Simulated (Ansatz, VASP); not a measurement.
## Ag: VASP beside Ansatz

Contents of INCAR:

```
SYSTEM = Ag
  PREC = Accurate
  ENCUT = 520
  EDIFF = 1E-7
  ISMEAR = 0
  SIGMA = 0.15
  LREAL = .FALSE.
  LASPH = .TRUE.
  NELM = 80
  ALGO = Fast
  ISIF = 2
  LWAVE = .FALSE.
  LCHARG = .FALSE.
  GGA = PS
  NBANDS = 12
```

KPOINTS

```
regular mesh
0
G
  20 20 20
  0 0 0
```

The input POSCAR:

```
Ag
1.0
    0.0000000000      1.9818070000      2.1043930000
    1.9818070000      0.0000000000      2.1043930000
    1.9818070000      1.9818070000      0.0000000000
Ag
1
Direct
    0.0000000000      0.0000000000      0.0000000000
```

Input for Ansatz:

```yaml
crystal:
  lattice:
    - [0.0, 1.981807, 2.104393]
    - [1.981807, 0.0, 2.104393]
    - [1.981807, 1.981807, 0.0]
  atoms:
    - { symbol: Ag, position: [0.0, 0.0, 0.0] }
basis:
  ecutwfc: 420
kpoints:
  mp_grid: { grid: [20, 20, 20] }
hamiltonian:
  xc: pbesol
scf:
  occupations: { method: gaussian, width: 0.15 }
output:
  forces: true
  stress: true
  eigenvalues: true
```

Change from the starting cell: strain -0.030 along x and y, +0.030 along z, atoms carried along.

Alike in both runs: task single point; functional PBEsol; k mesh 20 × 20 × 20; occupations gaussian, width 0.15 eV; no spin polarisation.

```csv
,VASP,Ansatz
version,VASP 6.6.1,Ansatz 0.2.0
potentials or method,"VASP PAW PBE potentials, release 64 (Ag), cutoff 520 eV","scalar-relativistic, plane waves, PAW"
valence electrons in the cell,11,19
```

```csv
,VASP,Ansatz,Ansatz less VASP
gap on the k mesh at the Fermi level (eV),none,none,-
pressure (GPa),0.9,1.1,+0.22
"traceless stress, the component that is largest in VASP (GPa)",-2.10,-2.12,-0.013
```

VASP's potentials were made for PBE, not for PBEsol. A gap of «none» marks a metal or a gap that the smearing closes. VASP's potentials hold 11 valence electrons a cell and Ansatz's 19, so a difference there can come from the potentials and not from the codes.
